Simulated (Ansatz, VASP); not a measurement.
**One calculation of TlCl, two programs**

```xyz
2
Lattice="3.6742 0.0000 0.0000 0.0000 3.6742 0.0000 0.0000 0.0000 3.6742" Properties=species:S:1:pos:R:3 pbc="T T T"
Tl    0.0000    0.0000    0.0000
Cl    1.8371    1.8371    1.8371
```

Alike in both runs: task single point; functional LDA; k mesh 6 × 6 × 6; occupations gaussian, width 0.05 eV; no spin polarisation.

|  | VASP | Ansatz |
| --- | --- | --- |
| version | VASP 6.6.1 | Ansatz 0.2.0 |
| potentials or method | VASP PAW LDA potentials, release 64 (Tl_d, Cl), cutoff 500 eV | scalar-relativistic, plane waves, PAW |
| valence electrons in the cell | 20 | 20 |

```csv
,VASP,Ansatz,Ansatz less VASP
gap on the k mesh at the Fermi level (eV),1.50,1.52,+0.023
least direct gap on the mesh (eV),1.50,1.52,+0.023
pressure (GPa),0.7,0.7,-0.01
```

LDA's correlation is that of Perdew and Zunger in VASP and of Perdew and Wang (1992) in Ansatz.

Spin-orbit coupling is off throughout.
